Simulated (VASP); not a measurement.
# Hg: single point with PBE

Hg:

```
Hg
1.0
     3.04643    0.00000    0.00000
     0.00000    3.04643    0.00000
     0.00000    0.00000    3.04643
Hg
1
Cartesian
  0.0000 0.0000 0.0000
```

```json
{
 "Program": "VASP 6.6.1",
 "Task": "single point",
 "Functional": "PBE",
 "Potentials or basis": "VASP PAW PBE potentials, release 64 (Hg)",
 "Cutoff": "520 eV",
 "k mesh": "18 × 18 × 18",
 "Occupations": "fermi-dirac, width 0.0612256 eV",
 "Spin": "no spin polarisation",
 "Dipole correction": "no",
 "Further INCAR settings": "ALGO = Normal; EDIFF = 1e-06; NBANDS = 12"
}
```

```
Pressure               : 1.1 GPa
Band gap on the k mesh : zero (band 6 reaches 5.79 eV, above the bottom of band 7 at 0.08 eV)
```

Levels at points of the mesh, in eV from the Fermi level:
```
           k point  band 4  band 5  band 6  band 7  band 8  band 9
(0.00, 0.00, 0.00)   -5.89   -5.89   -5.89    9.81    9.81    9.81
(0.50, 0.00, 0.00)   -6.48   -5.83   -2.83   -1.50   13.44   13.44
(0.50, 0.50, 0.00)   -6.39   -5.33    0.46    1.56    1.56    7.22
(0.50, 0.50, 0.50)   -5.29   -5.29    4.21    4.67    4.67    4.67
```

It took 23 s on 1 thread of AMD EPYC 9R45 96-Core Processor (Zen 5), on a shared host, peak memory 0.16 GiB.

Caveat: spin-orbit coupling is left out, which moves the levels of the heavy elements.
